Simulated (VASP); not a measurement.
# YAgC4N4 (P-43m) in VASP: notebook

The runs below take YAgC4N4 through single point, relaxation of cell and atoms, with PBE.

Program: VASP 6.6.1. These are calculated values, not measurements. Logs are shortened: lines on timing, memory, paths and dates and some standing lists are left out, and cuts for length are marked.

## Step 1: The cell of the first run

The structure is cubic, space group P-43m (No. 215). The conventional cell has a = 6.231 Å, b = 6.231 Å, c = 6.231 Å, α = 90.00°, β = 90.00°, γ = 90.00°. Within 2.8 Å of Y (site symmetry -43m) lie 4 C at 2.11 Å. Within 2.8 Å of Ag (site symmetry -43m) lie 4 N at 2.12 Å. C (site symmetry 3m) has 1 N at 1.17 Å within 1.6 Å. Within 1.6 Å of N (site symmetry 3m) lie 1 C at 1.17 Å.

## Step 2: Single point, PBE

The input, INCAR:

```
  PREC = Accurate
  ENCUT = 520
  EDIFF = 1E-6
  ISMEAR = 0
  SIGMA = 0.1
  LREAL = False
  LASPH = True
  NELM = 80
  ALGO = Normal
  ISIF = 2
  LWAVE = False
  LCHARG = False
  GGA = PE
  NBANDS = 40
```

The input, KPOINTS:

```
regular mesh
0
Gamma
  4 4 4
```

The input, POSCAR:

```
YAgC4N4
1.0
    6.2307641100      0.0000000000      0.0000000000
    0.0000000000      6.2307641100      0.0000000000
    0.0000000000      0.0000000000      6.2307641100
Y Ag C N
1 1 4 4
Direct
    0.0000000000      0.0000000000      0.0000000000
    0.5000000000      0.5000000000      0.5000000000
    0.1951445500      0.1951445500      0.1951445500
    0.1951445500      0.8048554500      0.8048554500
    0.8048554500      0.1951445500      0.8048554500
    0.8048554500      0.8048554500      0.1951445500
    0.3035581900      0.3035581900      0.3035581900
    0.3035581900      0.6964418100      0.6964418100
    0.6964418100      0.3035581900      0.6964418100
    0.6964418100      0.6964418100      0.3035581900
```

Potentials or basis: VASP PAW PBE potentials, release 64 (Y_sv, Ag, C, N).

Started as:

```bash
> cat potpaw_PBE.64/Y_sv/POTCAR potpaw_PBE.64/Ag/POTCAR potpaw_PBE.64/C/POTCAR potpaw_PBE.64/N/POTCAR > POTCAR
> mpirun -np 1 vasp_std > vasp.out
```

OUTCAR:

```text
PREC = Accurate
   ENCUT = 520
   EDIFF = 1E-6
   ISMEAR = 0
   LREAL = False
   LASPH = True
   NELM = 80
   ISIF = 2
   GGA = PE

 ion  position               nearest neighbor table
   1  0.000  0.000  0.000-   3 2.11   4 2.11   5 2.11   6 2.11
   2  0.500  0.500  0.500-   7 2.12   8 2.12   9 2.12  10 2.12
   3  0.195  0.195  0.195-   7 1.17   1 2.11
   4  0.195  0.805  0.805-   8 1.17   1 2.11
   5  0.805  0.195  0.805-   9 1.17   1 2.11
   6  0.805  0.805  0.195-  10 1.17   1 2.11
   7  0.304  0.304  0.304-   3 1.17   2 2.12
   8  0.304  0.696  0.696-   4 1.17   2 2.12
   9  0.696  0.304  0.696-   5 1.17   2 2.12
  10  0.696  0.696  0.304-   6 1.17   2 2.12

  LATTYP: Found a simple cubic cell.
 ALAT       =     6.2307641100

  Lattice vectors:

 A1 = (   6.2307641100,   0.0000000000,   0.0000000000)
 A2 = (   0.0000000000,   6.2307641100,   0.0000000000)
 A3 = (   0.0000000000,   0.0000000000,   6.2307641100)

Analysis of symmetry for initial positions (statically):
=====================================================================
 Subroutine PRICEL returns:
 Original cell was already a primitive cell.

 Routine SETGRP: Setting up the symmetry group for a
 simple cubic supercell.

 Subroutine GETGRP returns: Found 24 space group operations
 (whereof 24 operations were pure point group operations)
 out of a pool of 48 trial point group operations.

The static configuration has the point symmetry T_d .

Analysis of symmetry for dynamics (positions and initial velocities):
=====================================================================
 Subroutine PRICEL returns:
 Original cell was already a primitive cell.

 Routine SETGRP: Setting up the symmetry group for a
 simple cubic supercell.

 Subroutine GETGRP returns: Found 24 space group operations
 (whereof 24 operations were pure point group operations)
 out of a pool of 48 trial point group operations.

The dynamic configuration has the point symmetry T_d .

 Subroutine INISYM returns: Found 24 space group operations
 (whereof 24 operations are pure point group operations),
 and found     1 'primitive' translations

----------------------------------------------------------------------------------------

                                     Primitive cell

  volume of cell :     241.8933

  direct lattice vectors                    reciprocal lattice vectors
     6.230764110  0.000000000  0.000000000     0.160493959  0.000000000  0.000000000
     0.000000000  6.230764110  0.000000000     0.000000000  0.160493959  0.000000000
     0.000000000  0.000000000  6.230764110     0.000000000  0.000000000  0.160493959

  length of vectors
     6.230764110  6.230764110  6.230764110     0.160493959  0.160493959  0.160493959

  position of ions in fractional coordinates (direct lattice)
     0.000000000  0.000000000  0.000000000
     0.500000000  0.500000000  0.500000000
     0.195144550  0.195144550  0.195144550
     0.195144550  0.804855450  0.804855450
     0.804855450  0.195144550  0.804855450
     0.804855450  0.804855450  0.195144550
     0.303558190  0.303558190  0.303558190
     0.303558190  0.696441810  0.696441810
     0.696441810  0.303558190  0.696441810
     0.696441810  0.696441810  0.303558190

  ion indices of the primitive-cell ions
   primitive index   ion index
                 1           1
                 2           2
                 3           3
                 4           4
                 5           5
                 6           6
                 7           7
                 8           8
                 9           9
                10          10

----------------------------------------------------------------------------------------

 KPOINTS: regular mesh

Automatic generation of k-mesh.
 Grid dimensions read from file:
 generate k-points for:    4    4    4

 Generating k-lattice:

  Cartesian coordinates                     Fractional coordinates (reciprocal lattice)
     0.040123490  0.000000000  0.000000000     0.250000000  0.000000000  0.000000000
     0.000000000  0.040123490  0.000000000     0.000000000  0.250000000  0.000000000
     0.000000000  0.000000000  0.040123490     0.000000000  0.000000000  0.250000000

  Length of vectors
     0.040123490  0.040123490  0.040123490

  Shift w.r.t. Gamma in fractional coordinates (k-lattice)
     0.000000000  0.000000000  0.000000000

 Subroutine IBZKPT returns following result:
 ===========================================

 Found     10 irreducible k-points:

 Following reciprocal coordinates:
            Coordinates               Weight
  0.000000  0.000000  0.000000      1.000000
  0.250000  0.000000  0.000000      6.000000
  0.500000  0.000000  0.000000      3.000000
  0.250000  0.250000  0.000000     12.000000
  0.500000  0.250000  0.000000     12.000000
  0.500000  0.500000  0.000000      3.000000
  0.250000  0.250000  0.250000      8.000000
  0.500000  0.250000  0.250000     12.000000
  0.500000  0.500000  0.250000      6.000000
  0.500000  0.500000  0.500000      1.000000
   k-points           NKPTS =     10   k-points in BZ     NKDIM =     10   number of bands    NBANDS=     40
   number of dos      NEDOS =    301   number of ions     NIONS =     10
   total plane-waves  NPLWV = 110592
   dimension x,y,z NGX =    48 NGY =   48 NGZ =   48
   dimension x,y,z NGXF=    96 NGYF=   96 NGZF=   96
   ions per type =               1   1   4   4
   NGX,Y,Z   is equivalent  to a cutoff of  12.81, 12.81, 12.81 a.u.
   NGXF,Y,Z  is equivalent  to a cutoff of  25.61, 25.61, 25.61 a.u.
 SYSTEM =  unknown system
   PREC   = accura    normal or accurate (medium, high low for compatibility)
   ISTART =      0    job   : 0-new  1-cont  2-samecut
   ICHARG =      2    charge: 1-file 2-atom 10-const
   ISPIN  =      1    spin polarized calculation?
   LNONCOLLINEAR =      F non collinear calculations
   LSORBIT =      F    spin-orbit coupling
   LASPH  =      T    aspherical Exc in radial PAW
   ENCUT  =  520.0 eV  38.22 Ry    6.18 a.u.  11.59 11.59 11.59*2*pi/ulx,y,z
   NELM   =     80;   NELMIN=  2; NELMDL= -5     # of ELM steps
   EDIFF  = 0.1E-05   stopping-criterion for ELM
   LREAL  =      F    real-space projection
   EDIFFG = 0.1E-04   stopping-criterion for IOM
   NSW    =      0    number of steps for IOM
   IBRION =     -1    ionic relax: 0-MD 1-quasi-New 2-CG
   NFREE  =      0    steps in history (QN), initial steepest desc. (CG)
   ISIF   =      2    stress and relaxation
   ISYM   =      2    0-nonsym 1-usesym 2-fastsym
   POTIM  = 0.5000    time-step for ionic-motion
   TEBEG  =    0.0;   TEEND  =   0.0 temperature during run
   PSTRESS=    0.0 pullay stress
   NELECT =      58.0000    total number of electrons
   NUPDOWN=      -1.0000    fix difference up-down
   EMIN   =  10.00;   EMAX   =-10.00  energy-range for DOS
   EFERMI =   0.00;   METHOD = LEGACY
   ISMEAR =     0;   SIGMA  =   0.10  broadening in eV -4-tet -1-fermi 0-gaus
   EFERMI_NEDOS =   21; number of points for ismear=-14 and -15
   IALGO  =     38    algorithm
   IMIX   =      4    mixing-type and parameters
     AMIX     =   0.40;   BMIX     =  1.00
     AMIX_MAG =   1.60;   BMIX_MAG =  1.00
  volume/ion in A,a.u.               =      24.19       163.24
  Fermi-wavevector in a.u.,A,eV,Ry     =   1.017051  1.921948 14.073775  1.034393
  Thomas-Fermi vector in A             =   2.150430
   LORBIT       =      0    0 simple, 1 ext, 2 COOP (PROOUT), +10 PAW based schemes
   GGA     = PE    functional components
   LHFCALC =     F    Hartree Fock is set to
   AEXX    =    0.0000 exact exchange contribution
   IVDW    =     0    specifies the selected vdW correction
   LEPSILON=     F    determine dielectric tensor
   LRPA    =     F    only Hartree local field effects (RPA)
 non-spin polarized calculation
 Gauss-broadening in eV      SIGMA  =   0.10
  energy-cutoff  :      520.00
  volume of cell :      241.89
 maximum number of plane-waves:      6619
 NGX is ok and might be reduce to    48
   NGX = 23   NGY = 23   NGZ = 23

 number of electron      58.0000001 magnetization

 Free energy of the ion-electron system (eV)
  ---------------------------------------------------
  ext. energy  EPLUGINS =         0.00000000
  ---------------------------------------------------
  free energy    TOTEN  =       -74.65081383 eV

  energy without entropy =      -74.65081383  energy(sigma->0) =      -74.65081383

 E-fermi :  -1.4591     XC(G=0):  -6.7341

 val. band max:       -2.0283875634   @ k =   0.5000   0.5000   0.5000
 cond. band min:       0.8887959965   @ k =   0.5000   0.5000   0.0000
 fundamental gap:      2.9171835598
 Fermi energy:        -1.4590773225

 k-point     1 :       0.0000    0.0000    0.0000
  band No.  band energies     occupation
      1     -42.1576      2.00000
      2     -22.5517      2.00000
      3     -22.5517      2.00000
      4     -22.5517      2.00000
      5     -18.6681      2.00000
      6     -18.5793      2.00000
[... 32 lines left out ...]
     39       6.4798      0.00000
     40       6.4997      0.00000

 k-point     2 :       0.2500    0.0000    0.0000
  band No.  band energies     occupation
      1     -42.1576      2.00000
      2     -22.5521      2.00000
      3     -22.5517      2.00000
      4     -22.5517      2.00000
      5     -18.6547      2.00000
      6     -18.5920      2.00000
[... 333 lines left out ...]
     39       5.5296      0.00000
     40       5.5333      0.00000

 k-point    10 :       0.5000    0.5000    0.5000
  band No.  band energies     occupation
      1     -42.1576      2.00000
      2     -22.5522      2.00000
      3     -22.5522      2.00000
      4     -22.5522      2.00000
      5     -18.6385      2.00000
      6     -18.5882      2.00000
[... 32 lines left out ...]
     39       5.6096      0.00000
     40       5.6096      0.00000

------------------------ aborting loop because EDIFF is reached ----------------------------------------

  FORCE on cell =-STRESS in cart. coord.  units (eV):
  Direction    XX          YY          ZZ          XY          YZ          ZX
  --------------------------------------------------------------------------------------
  -------------------------------------------------------------------------------------
  Total       14.4256230     14.4256230     14.4256230     -0.0000000     -0.0000000      0.0000000
  in kB       95.5479191     95.5479191     95.5479191     -0.0000000     -0.0000000      0.0000000
  external PRESSURE =      95.5479191 kB  Pullay stress =       0.0000000 kB

 VOLUME and BASIS-vectors are now :
 -----------------------------------------------------------------------------
  energy-cutoff  :      520.00
  volume of cell :      241.89
      direct lattice vectors                 reciprocal lattice vectors
     6.230764110  0.000000000  0.000000000     0.160493959  0.000000000  0.000000000
     0.000000000  6.230764110  0.000000000     0.000000000  0.160493959  0.000000000
     0.000000000  0.000000000  6.230764110     0.000000000  0.000000000  0.160493959

 POSITION                                       TOTAL-FORCE (eV/Angst)
 -----------------------------------------------------------------------------------
      0.00000      0.00000      0.00000         0.000000     -0.000000      0.000000
      3.11538      3.11538      3.11538         0.000000     -0.000000      0.000000
      1.21590      1.21590      1.21590         2.221059      2.221059      2.221059
      1.21590      5.01486      5.01486         2.221059     -2.221059     -2.221059
      5.01486      1.21590      5.01486        -2.221059      2.221059     -2.221059
      5.01486      5.01486      1.21590        -2.221059     -2.221059      2.221059
      1.89140      1.89140      1.89140        -0.215250     -0.215250     -0.215250
      1.89140      4.33936      4.33936        -0.215250      0.215250      0.215250
      4.33936      1.89140      4.33936         0.215250     -0.215250      0.215250
      4.33936      4.33936      1.89140         0.215250      0.215250     -0.215250
 -----------------------------------------------------------------------------------
    total drift:                                0.000000      0.000000      0.000000

  FREE ENERGIE OF THE ION-ELECTRON SYSTEM (eV)
  ---------------------------------------------------
  free  energy   TOTEN  =       -74.6508138292 eV

  energy  without entropy=      -74.6508138292  energy(sigma->0) =      -74.65081383
```

Wall time 1.9 min (1 thread of Intel Xeon Platinum 8488C (Sapphire Rapids), shared host); peak memory 0.38 GiB.

What came out:

- Free energy: -74.6508 eV
- Pressure: 9.6 GPa
- Largest force: 3.847 eV/Å
- Band gap on the k mesh: 2.92 eV (least direct gap 2.97 eV)

Forces on the atoms (eV/Å):
```
Y    0.000  0.000  0.000
Ag   0.000  0.000  0.000
C    2.221  2.221  2.221
C    2.221 -2.221 -2.221
C   -2.221  2.221 -2.221
C   -2.221 -2.221  2.221
N   -0.215 -0.215 -0.215
N   -0.215  0.215  0.215
N    0.215 -0.215  0.215
N    0.215  0.215 -0.215
```

Caveat: the cell stands under pressure; forces of over 1 eV/Å act on the atoms, so gaps and moduli don't describe the material at rest.

## Step 3: Single point, PBE

This run uses another cell than the first one, of 29.69 Å³/atom.

The input, INCAR:

```
SYSTEM = YAgC4N4
  ALGO = Normal
  EDIFF = 1E-6
  ENCUT = 520
  GGA = PE
  ISIF = 2
  ISMEAR = 0
  LASPH = .True.
  LCHARG = .False.
  LREAL = .False.
  LWAVE = .False.
  NBANDS = 40
  NELM = 80
  PREC = Accurate
  SIGMA = 0.1
```

The input, KPOINTS:

```
k-points
0
Gamma
  4 4 4
  0 0 0
```

The input, POSCAR:

```
YAgC4N4
1.0
    6.6715310700      0.0000000000      0.0000000000
    0.0000000000      6.6715310700      0.0000000000
    0.0000000000      0.0000000000      6.6715310700
Y Ag C N
1 1 4 4
Direct
    0.0000000000      0.0000000000      0.0000000000
    0.5000000000      0.5000000000      0.5000000000
    0.2059455960      0.2059455960      0.2059455960
    0.2059455960      0.7940544040      0.7940544040
    0.7940544040      0.2059455960      0.7940544040
    0.7940544040      0.7940544040      0.2059455960
    0.3069410785      0.3069410785      0.3069410785
    0.3069410785      0.6930589215      0.6930589215
    0.6930589215      0.3069410785      0.6930589215
    0.6930589215      0.6930589215      0.3069410785
```

Potentials or basis: VASP PAW PBE potentials, release 64 (Y_sv, Ag, C, N).

Started as:

```bash
> cat potpaw_PBE.64/Y_sv/POTCAR potpaw_PBE.64/Ag/POTCAR potpaw_PBE.64/C/POTCAR potpaw_PBE.64/N/POTCAR > POTCAR
> mpirun -np 1 vasp_std > vasp.out
```

Wall time 2.4 min (1 thread of Intel Xeon Platinum 8488C (Sapphire Rapids), shared host); peak memory 0.43 GiB.

It converged, with:

| Item | Value |
| --- | --- |
| Free energy | -76.8371 eV |
| Pressure | 0.5 GPa |
| Largest force | 0.412 eV/Å |
| Band gap on the k mesh | 2.72 eV (least direct gap 2.74 eV) |

Forces in eV/Å, atoms in the order of the input:
```
Y    0.000  0.000  0.000
Ag   0.000  0.000  0.000
C   -0.226 -0.226 -0.226
C   -0.226  0.226  0.226
C    0.226 -0.226  0.226
C    0.226  0.226 -0.226
N    0.238  0.238  0.238
N    0.238 -0.238 -0.238
N   -0.238  0.238 -0.238
N   -0.238 -0.238  0.238
```

Levels at points of the mesh, in eV from the valence-band top:
```
           k point  band 26  band 27  band 28  band 29  band 30  band 31  band 32  band 33
(0.00, 0.00, 0.00)    -0.94    -0.01    -0.01    -0.01     2.77     2.77     3.34     3.34
(0.50, 0.00, 0.00)    -0.86    -0.06    -0.03    -0.03     2.73     2.75     3.37     3.57
(0.50, 0.50, 0.00)    -0.85    -0.06    -0.01    -0.01     2.72     2.80     3.49     3.49
(0.50, 0.50, 0.50)    -0.91     0.00     0.00     0.00     2.82     2.82     3.49     3.49
```

(Continued in part 2 of 3.)
